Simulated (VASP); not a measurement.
# In (I4/mmm) in VASP: notebook

Aim: see how the results for In move with the level of theory and the settings. Levels: PBE0, PBEsol, PBEsol+D4, RPBE+D4. Tasks: single point, relaxation of cell and atoms.

Program: VASP 6.6.1. These are calculated values, not measurements. Logs are shortened: lines on timing, memory, paths and dates and some standing lists are left out, and cuts for length are marked.

## (1) The cell of the first run

Symmetry: I4/mmm, No. 139, tetragonal system. Conventional cell: a = 3.185 Å, b = 3.185 Å, c = 4.846 Å, α = 90.00°, β = 90.00°, γ = 90.00°. Within 4.2 Å of In (site symmetry 4/mmm) lie 12 In at 3.18 to 3.31 Å.

## (2) Single point, PBE0

File POSCAR:

```
In
1.0
   -1.5922878321      1.5922878321      2.4232021571
    1.5922878321     -1.5922878321      2.4232021571
    1.5922878321      1.5922878321     -2.4232021571
In
1
Direct
    0.0000000000      0.0000000000      0.0000000000
```

File INCAR.step1:

```
SYSTEM = In
PREC = Accurate
ENCUT = 520
EDIFF = 1E-5
ISMEAR = -1
SIGMA = 0.05
LREAL = .False.
LASPH = .True.
NELM = 80
ALGO = Normal
ISIF = 2
LWAVE = .True.
LCHARG = .False.
NBANDS = 12
GGA = PE
```

File INCAR.step2:

```
SYSTEM = In
PREC = Accurate
ENCUT = 520
EDIFF = 1E-6
ISMEAR = -1
SIGMA = 0.05
LREAL = .False.
LASPH = .True.
NELM = 80
ALGO = Normal
ISIF = 2
LWAVE = .False.
LCHARG = .False.
GGA = PE
LHFCALC = .True.
AEXX = 0.25
PRECFOCK = Normal
NBANDS = 12
ISTART = 1
```

File KPOINTS:

```
Automatic mesh
0
Gamma
  6 6 6
  0 0 0
```

Potentials or basis: VASP PAW PBE potentials, release 64 (In_d).

Launch:

```sh
> cat potpaw_PBE.64/In_d/POTCAR > POTCAR
> cp INCAR.step1 INCAR
> mpirun -np 1 vasp_std > vasp.out
> cp INCAR.step2 INCAR
> mpirun -np 1 vasp_std > vasp.out
```

OUTCAR:

```text
SYSTEM = In
   PREC = Accurate
   ENCUT = 520
   EDIFF = 1E-6
   ISMEAR = -1
   LREAL = .False.
   LASPH = .True.
   NELM = 80
   ISIF = 2
   GGA = PE
   LHFCALC = .True.
   AEXX = 0.25
   PRECFOCK = Normal
   ISTART = 1

 ion  position               nearest neighbor table
   1  0.000  0.000  0.000-

  LATTYP: Found a body centered tetragonal cell.
 ALAT       =     3.1845756642
 C/A-ratio  =     1.5218367611

  Lattice vectors:

 A1 = (  -1.5922878321,   1.5922878321,   2.4232021571)
 A2 = (   1.5922878321,  -1.5922878321,   2.4232021571)
 A3 = (   1.5922878321,   1.5922878321,  -2.4232021571)

Analysis of symmetry for initial positions (statically):
=====================================================================
 Subroutine PRICEL returns:
 Original cell was already a primitive cell.

 Routine SETGRP: Setting up the symmetry group for a
 body centered tetragonal supercell.

 Subroutine GETGRP returns: Found 16 space group operations
 (whereof 16 operations were pure point group operations)
 out of a pool of 16 trial point group operations.

The static configuration has the point symmetry D_4h.

Analysis of symmetry for dynamics (positions and initial velocities):
=====================================================================
 Subroutine PRICEL returns:
 Original cell was already a primitive cell.

 Routine SETGRP: Setting up the symmetry group for a
 body centered tetragonal supercell.

 Subroutine GETGRP returns: Found 16 space group operations
 (whereof 16 operations were pure point group operations)
 out of a pool of 16 trial point group operations.

The dynamic configuration has the point symmetry D_4h.

 Subroutine INISYM returns: Found 16 space group operations
 (whereof 16 operations are pure point group operations),
 and found     1 'primitive' translations

----------------------------------------------------------------------------------------

                                     Primitive cell

  volume of cell :      24.5750

  direct lattice vectors                    reciprocal lattice vectors
    -1.592287832  1.592287832  2.423202157     0.000000000  0.314013578  0.206338542
     1.592287832 -1.592287832  2.423202157     0.314013578  0.000000000  0.206338542
     1.592287832  1.592287832 -2.423202157     0.314013578  0.314013578  0.000000000

  length of vectors
     3.307970643  3.307970643  3.307970643     0.375739433  0.375739433  0.444082261

  position of ions in fractional coordinates (direct lattice)
     0.000000000  0.000000000  0.000000000

  ion indices of the primitive-cell ions
   primitive index   ion index
                 1           1

----------------------------------------------------------------------------------------

 KPOINTS: Automatic mesh

Automatic generation of k-mesh.
 Grid dimensions read from file:
 generate k-points for:    6    6    6

 Generating k-lattice:

  Cartesian coordinates                     Fractional coordinates (reciprocal lattice)
     0.000000000  0.052335596  0.034389757     0.166666667 -0.000000000  0.000000000
     0.052335596  0.000000000  0.034389757    -0.000000000  0.166666667  0.000000000
     0.052335596  0.052335596  0.000000000     0.000000000  0.000000000  0.166666667

  Length of vectors
     0.062623239  0.062623239  0.074013710

  Shift w.r.t. Gamma in fractional coordinates (k-lattice)
     0.000000000  0.000000000  0.000000000

 Subroutine IBZKPT returns following result:
 ===========================================

 Found     30 irreducible k-points:

 Following reciprocal coordinates:
            Coordinates               Weight
  0.000000  0.000000  0.000000      1.000000
  0.166667  0.000000 -0.000000      8.000000
  0.333333  0.000000 -0.000000      8.000000
  0.500000  0.000000 -0.000000      4.000000
  0.166667  0.166667 -0.000000      8.000000
  0.333333  0.166667 -0.000000     16.000000
[... 16 lines left out ...]
 -0.333333 -0.333333  0.166667      8.000000
 -0.166667 -0.333333  0.166667      8.000000
 [... further k-points ...]
   k-points           NKPTS =     30   k-points in BZ     NKDIM =    216   number of bands    NBANDS=     12
   number of dos      NEDOS =    301   number of ions     NIONS =      1
   total plane-waves  NPLWV =  21952
   dimension x,y,z NGX =    28 NGY =   28 NGZ =   28
   dimension x,y,z NGXF=    56 NGYF=   56 NGZF=   56
   ions per type =               1
   NGX,Y,Z   is equivalent  to a cutoff of  14.07, 14.07, 14.07 a.u.
   NGXF,Y,Z  is equivalent  to a cutoff of  28.14, 28.14, 28.14 a.u.
 SYSTEM =  In
   PREC   = accura    normal or accurate (medium, high low for compatibility)
   ISTART =      1    job   : 0-new  1-cont  2-samecut
   ICHARG =      0    charge: 1-file 2-atom 10-const
   ISPIN  =      1    spin polarized calculation?
   LNONCOLLINEAR =      F non collinear calculations
   LSORBIT =      F    spin-orbit coupling
   LASPH  =      T    aspherical Exc in radial PAW
[... 24 lines left out ...]
  Fermi-wavevector in a.u.,A,eV,Ry     =   1.324011  2.502019 23.851093  1.753006
  Thomas-Fermi vector in A             =   2.453577
   LORBIT       =      0    0 simple, 1 ext, 2 COOP (PROOUT), +10 PAW based schemes
   GGA     = PE    functional components
   LHFCALC =     T    Hartree Fock is set to
   PRECFOCK=normal    Normal, Fast or Accurate (Low or Medium for compatibility)
   ENCUT4O =  -1.0   cutoff for four orbital integrals eV
   NKREDX  =     1    reduce k-point grid by
   NKREDY  =     1    reduce k-point grid by
   NKREDZ  =     1    reduce k-point grid by
   AEXX    =    0.2500 exact exchange contribution
   HFSCREEN=    0.0000 screening length (either q_TF or 0.3 A-1)
   HFSCREENC=   0.0000 screening length for correlation (either q_TF or 0.3 A-1)
   ENCUTFOCK=  -1.0 apply spherical cutoff to Coloumb kernel
   IVDW    =     0    specifies the selected vdW correction
   LEPSILON=     F    determine dielectric tensor
   LRPA    =     F    only Hartree local field effects (RPA)
 non-spin polarized calculation
  energy-cutoff  :      520.00
  volume of cell :       24.57
 maximum number of plane-waves:       670
 NGX is ok and might be reduce to    28
  NGX = 20; NGY = 20; NGZ = 20

 number of electron      12.9999996 magnetization

 Free energy of the ion-electron system (eV)
  ---------------------------------------------------
  ext. energy  EPLUGINS =         0.00000000
  ---------------------------------------------------
  free energy    TOTEN  =        -3.23732332 eV

  energy without entropy =       -3.23592760  energy(sigma->0) =       -3.23662546

 E-fermi :   8.3297     XC(G=0):  -8.3264

 val. band max:        7.6585970167   @ k =   0.3333   0.3333  -0.0000
 cond. band min:       8.4269495063   @ k =  -0.3333   0.5000   0.3333
 fundamental gap:      0.7683524895
 Fermi energy:         8.3296535631

 k-point     1 :       0.0000    0.0000    0.0000
  band No.  band energies     occupation
      1      -9.0648      2.00000
      2      -8.9449      2.00000
      3      -8.9449      2.00000
      4      -8.8458      2.00000
      5      -8.7093      2.00000
      6      -3.5364      2.00000
      7      20.6999      0.00000
      8      20.6999      0.00000
      9      20.9072      0.00000
     10      21.0669      0.00000
     11      23.9758      0.00000
     12      24.0464      0.00000

 k-point     2 :       0.1667    0.0000   -0.0000
  band No.  band energies     occupation
      1      -9.0313      2.00000
      2      -8.9556      2.00000
      3      -8.9023      2.00000
      4      -8.8181      2.00000
      5      -8.7228      2.00000
      6      -2.8105      2.00000
      7      15.4487      0.00000
      8      19.5232      0.00000
      9      20.0307      0.00000
     10      20.9985      0.00000
     11      23.3063      0.00000
     12      25.5945      0.00000

 k-point     3 :       0.3333    0.0000   -0.0000
  band No.  band energies     occupation
      1      -9.0505      2.00000
      2      -9.0045      2.00000
      3      -8.8956      2.00000
      4      -8.6687      2.00000
      5      -8.6641      2.00000
      6      -0.5694      2.00000
      7       9.1689      0.00000
      8      17.9572      0.00000
      9      19.3580      0.00000
     10      20.7787      0.00000
     11      21.7420      0.00000
     12      24.0533      0.00000
[... 286 lines left out ...]
 k-point    23 :      -0.3333   -0.3333    0.1667
  band No.  band energies     occupation
      1      -9.0721      2.00000
      2      -8.9991      2.00000
      3      -8.8057      2.00000
      4      -8.6770      2.00000
      5      -8.6582      2.00000
      6       1.1102      2.00000
      7      11.0867      0.00000
      8      11.5012      0.00000
      9      13.1573      0.00000
     10      22.4905      0.00000
     11      22.5536      0.00000
     12      25.6431      0.00000

 k-point    24 :      -0.1667   -0.3333    0.1667
  band No.  band energies     occupation
      1      -9.1177      2.00000
      2      -8.9643      2.00000
      3      -8.8028      2.00000
      4      -8.7777      2.00000
      5      -8.6346      2.00000
      6      -1.0097      2.00000
      7      12.0802      0.00000
      8      15.4824      0.00000
      9      16.7597      0.00000
     10      19.0756      0.00000
     11      22.9723      0.00000
     12      26.3535      0.00000

 [... further k-points ...]
[... 5 lines left out ...]
  --------------------------------------------------------------------------------------
  -------------------------------------------------------------------------------------
  Total        0.6532810      0.6532810     -0.1560653      0.0000000     -0.0000000      0.0000000
  in kB       42.5909969     42.5909969    -10.1747564      0.0000000     -0.0000000      0.0000000
  external PRESSURE =      25.0024125 kB  Pullay stress =       0.0000000 kB

 VOLUME and BASIS-vectors are now :
 -----------------------------------------------------------------------------
  energy-cutoff  :      520.00
  volume of cell :       24.57
      direct lattice vectors                 reciprocal lattice vectors
    -1.592287832  1.592287832  2.423202157     0.000000000  0.314013578  0.206338542
     1.592287832 -1.592287832  2.423202157     0.314013578  0.000000000  0.206338542
     1.592287832  1.592287832 -2.423202157     0.314013578  0.314013578  0.000000000

 POSITION                                       TOTAL-FORCE (eV/Angst)
 -----------------------------------------------------------------------------------
      0.00000      0.00000      0.00000        -0.000000      0.000000      0.000000
 -----------------------------------------------------------------------------------
    total drift:                               -0.000000      0.000000     -0.000000

  FREE ENERGIE OF THE ION-ELECTRON SYSTEM (eV)
  ---------------------------------------------------
  free  energy   TOTEN  =        -3.2373233179 eV

  energy  without entropy=       -3.2359275960  energy(sigma->0) =       -3.23662546
```

It took 31 min on 1 thread of Intel Xeon Platinum 8259CL at 2.50GHz (Skylake/Cascade Lake), shared host; peak memory 0.17 GiB.

Results:

```yaml
Free_energy: -3.2373 eV
Pressure: 2.5 GPa
```

Caveat: the k points lie up to 0.47 Å⁻¹ apart; the PAW data sets were made with another functional, which shifts forces and pressure a little; spin-orbit coupling is left out, which moves the levels of the heavy elements.

## (3) Single point, PBEsol

This run uses another cell than the first one, of 26.14 Å³/atom, 1.064 times its volume.

File INCAR:

```
SYSTEM = In
PREC = Accurate
ENCUT = 520
EDIFF = 1E-6
ISMEAR = -1
SIGMA = 0.05
LREAL = .FALSE.
LASPH = .TRUE.
NELM = 60
ALGO = Fast
ISIF = 2
LWAVE = .FALSE.
LCHARG = .FALSE.
GGA = PS
NBANDS = 12
```

File KPOINTS:

```
regular mesh
0
G
  8 8 8
  0 0 0
```

File POSCAR:

```
In
1.0
   -1.6254700000      1.6254700000      2.4737000000
    1.6254700000     -1.6254700000      2.4737000000
    1.6254700000      1.6254700000     -2.4737000000
In
1
Direct
    0.0000000000      0.0000000000      0.0000000000
```

Potentials or basis: VASP PAW PBE potentials, release 64 (In_d).

Launch:

```sh
> cat potpaw_PBE.64/In_d/POTCAR > POTCAR
> mpirun -np 1 vasp_std > vasp.out
```

Wall time 40 s (1 thread of Intel Xeon 8259CL, shared host); peak memory 0.16 GiB.

The run converged. Its results:

```
Free energy : -2.9782 eV
Pressure    : -1.0 GPa
```

Stress tensor (GPa, compression positive):
```
-2.36  0.00  0.00
 0.00 -2.36  0.00
 0.00  0.00  1.60
```

Levels at points of the mesh, in eV from the Fermi level:
```
           k point  band 3  band 4  band 5  band 6  band 7  band 8  band 9  band 10
(0.00, 0.00, 0.00)  -14.56  -14.48  -14.38   -9.62   10.47   10.47   10.64    11.54
(0.50, 0.00, 0.00)  -14.55  -14.29  -14.25   -4.37   -3.44    7.47    9.09    11.05
(0.50, 0.50, 0.00)  -14.29  -14.27  -14.18   -2.02   -1.72    3.46    3.88     6.96
(0.50, 0.50, 0.50)  -14.27  -14.24  -14.24   -3.00   -2.74    4.66    4.66     8.13
```

Caveat: the PAW data sets were made with another functional, which shifts forces and pressure a little; spin-orbit coupling is left out, which moves the levels of the heavy elements.

## (4) Single point, PBEsol+D4

This run uses another cell than the first one, of 24.82 Å³/atom, 1.010 times its volume.

File INCAR:

```
SYSTEM = In
  PREC = Accurate
  ENCUT = 520
  EDIFF = 1E-7
  ISMEAR = -1
  SIGMA = 0.05
  LREAL = .False.
  LASPH = .True.
  NELM = 80
  ALGO = Normal
  ISIF = 2
  LWAVE = .False.
  LCHARG = .True.
  GGA = PS
  IVDW = 13
  LELF = .True.
  LVHAR = .True.
  NBANDS = 12
```

File KPOINTS:

```
Automatic mesh
0
Gamma
  11 11 11
  0 0 0
```

File POSCAR:

```
In
1.0
   -1.6155014936      1.6155014936      2.3774194284
    1.6155014936     -1.6155014936      2.3774194284
    1.6155014936      1.6155014936     -2.3774194284
In
1
Direct
    0.0000000000      0.0000000000      0.0000000000
```

Launch:

```sh
> cat potpaw_PBE.64/In_d/POTCAR > POTCAR
> mpirun -np 1 vasp_std > vasp.out
```

Run time: 22 s. Hardware: 1 thread of Intel Xeon Platinum 8488C (Sapphire Rapids), shared host; peak memory 0.18 GiB.

The run converged. Its results:

| Item | Value |
| --- | --- |
| Free energy | -3.2037 eV |
| Pressure | 0.0 GPa |
| Dispersion energy per atom | -0.221 eV |

Levels at points of the mesh, in eV from the Fermi level:
```tsv
k point	band 4	band 5	band 6	band 7	band 8	band 9
(0.00, 0.00, 0.00)	-14.45	-14.38	-9.95	10.99	10.99	11.10
```

Caveat: the PAW data sets were made with another functional, which shifts forces and pressure a little; spin-orbit coupling is left out, which moves the levels of the heavy elements; pairwise dispersion overbinds metals, which lowers pressure and volume.

## (5) Single point, RPBE+D4

This run uses another cell than the first one, of 26.23 Å³/atom, 1.067 times its volume.

File INCAR:

```
SYSTEM = In
PREC = Accurate
ENCUT = 520
EDIFF = 1E-6
ISMEAR = -1
SIGMA = 0.05
LREAL = .FALSE.
LASPH = .TRUE.
NELM = 100
ALGO = Normal
ISIF = 2
LWAVE = .FALSE.
LCHARG = .TRUE.
GGA = RP
IVDW = 13
LELF = .TRUE.
LVHAR = .TRUE.
NBANDS = 12
```

File KPOINTS:

```
regular mesh
0
G
  11 11 11
  0 0 0
```

File POSCAR:

```
In
1.0
   -1.6746689817      1.6746689817      2.3379007812
    1.6746689817     -1.6746689817      2.3379007812
    1.6746689817      1.6746689817     -2.3379007812
In
1
Direct
    0.0000000000      0.0000000000      0.0000000000
```

Launch:

```sh
> cat potpaw_PBE.64/In_d/POTCAR > POTCAR
> mpirun -np 1 vasp_std > vasp.out
```

Run time: 20 s. Hardware: 1 thread of Intel Xeon Platinum 8488C (Sapphire Rapids), shared host; peak memory 0.18 GiB.

The run converged. Its results:

| Property | Result |
| --- | --- |
| Free energy | -2.7865 eV |
| Pressure | -0.1 GPa |
| Dispersion energy per atom | -0.613 eV |

Levels at points of the mesh, in eV from the Fermi level:
```
           k point  band 3  band 4  band 5  band 6  band 7  band 8  band 9  band 10
(0.00, 0.00, 0.00)  -14.71  -14.56  -14.55   -9.55   10.55   10.58   10.58    11.42
```

Caveat: the PAW data sets were made with another functional, which shifts forces and pressure a little; spin-orbit coupling is left out, which moves the levels of the heavy elements; pairwise dispersion overbinds metals, which lowers pressure and volume.

## (6) Relaxation of cell and atoms, PBEsol+D4

This run uses another cell than the first one, of 26.14 Å³/atom, 1.064 times its volume.

File INCAR:

```
SYSTEM = In
ALGO = Normal
EDIFF = 1E-6
EDIFFG = -0.01
ENCUT = 600
GGA = PS
IBRION = 2
ISIF = 3
ISMEAR = -1
IVDW = 13
LASPH = .True.
LCHARG = .False.
LREAL = .False.
LWAVE = .False.
NELM = 100
NSW = 60
PREC = Accurate
SIGMA = 0.05
```

File KPOINTS:

```
k-points
0
Gamma
  11 11 11
  0 0 0
```

File POSCAR:

```
In
1.0
   -1.6254700000      1.6254700000      2.4737000000
    1.6254700000     -1.6254700000      2.4737000000
    1.6254700000      1.6254700000     -2.4737000000
In
1
Direct
    0.0000000000      0.0000000000      0.0000000000
```

Potentials or basis: VASP PAW PBE potentials, release 64 (In_d).

Launch:

```sh
> cat potpaw_PBE.64/In_d/POTCAR > POTCAR
> mpirun -np 1 vasp_std > vasp.out
```

Wall time 2.3 min (1 thread of Intel Xeon Platinum 8488C (Sapphire Rapids), shared host); peak memory 0.2 GiB.

Results (log left out):

| Property | Result |
| --- | --- |
| Free energy | -3.2041 eV |
| Relaxed volume | 24.84 Å³/atom |
| Relaxed cell | a = 3.298 Å, b = 3.298 Å, c = 3.298 Å, α = 121.34°, β = 121.34°, γ = 87.69° |
| Space group after relaxing (to 0.05 Å) | I4/mmm (No. 139) |
| Energy gained by relaxing | 11.2 meV/atom |
| Ionic steps | 13 |
| Pressure after relaxing | 0.0 GPa |
| Dispersion energy per atom | -0.221 eV |

Step by step:
```csv
step,energy change (eV),largest force (eV/Å),pressure (GPa),volume (Å³)
1,0.0000,0.0000,-2.16,26.14
2,-0.0094,0.0000,0.08,24.83
3,-0.0094,0.0000,0.00,24.85
4,-0.0098,0.0000,-0.01,24.84
5,-0.0111,0.0000,0.04,24.80
6,-0.0105,0.0000,0.29,24.72
7,-0.0106,0.0000,0.23,24.74
8,-0.0111,0.0000,0.15,24.77
9,-0.0112,0.0000,0.12,24.79
10,-0.0112,0.0000,0.14,24.79
11,-0.0112,0.0000,0.10,24.79
12,-0.0112,0.0000,-0.13,24.89
13,-0.0112,0.0000,-0.02,24.84
```

Final structure:
```xyz
1
Lattice="-1.6156 1.6156 2.3787 1.6156 -1.6156 2.3787 1.6156 1.6156 -2.3787" Properties=species:S:1:pos:R:3 pbc="T T T"
In    0.0000    0.0000    0.0000
```

Levels at points of the mesh, in eV from the Fermi level:
```
           k point  band 2  band 3  band 4  band 5  band 6  band 7  band 8  band 9  band 10
(0.00, 0.00, 0.00)  -14.59  -14.59  -14.45  -14.38   -9.95   10.98   10.98   11.09    11.64
```

Caveat: the PAW data sets were made with another functional, which shifts forces and pressure a little; spin-orbit coupling is left out, which moves the levels of the heavy elements; pairwise dispersion overbinds metals, which lowers pressure and volume.

## (7) Summary

| task | level | cell | k mesh | cutoff (eV) | grid for exact exchange (PRECFOCK) | gap on the mesh (eV) | pressure (GPa) |
| --- | --- | --- | --- | --- | --- | --- | --- |
| single point | PBE0 | a = 3.308 Å, angles 122.5, 122.5, 85.8°, 1 atom | 6 × 6 × 6 | 520 | Normal | none | 2.5 |
| single point | PBEsol | a = 3.377 Å, angles 122.5, 122.5, 85.8°, 1 atom | 8 × 8 × 8 | 520 | - | none | -1.0 |
| single point | PBEsol+D4 | a = 3.297 Å, angles 121.3, 121.3, 87.7°, 1 atom | 11 × 11 × 11 | 520 | - | none | 0.0 |
| single point | RPBE+D4 | a = 3.328 Å, angles 119.6, 119.6, 90.7°, 1 atom | 11 × 11 × 11 | 520 | - | none | -0.1 |
| relaxation of cell and atoms | PBEsol+D4 | relaxed from a = 3.377 Å, angles 122.5, 122.5, 85.8°, 1 atom | 11 × 11 × 11 | 600 | - | none | 0.0 |

Alike in all rows: potentials or basis VASP PAW PBE potentials, release 64 (In_d); no spin polarisation; smearing fermi-dirac 0.05 eV.

Caveats: some runs use coarse meshes; the PAW data sets were made with another functional, which shifts forces and pressure a little; spin-orbit coupling is left out, which moves the levels of the heavy elements; pairwise dispersion overbinds metals, which lowers pressure and volume (some runs).

Absolute energies hang on the potentials; compare differences alone.
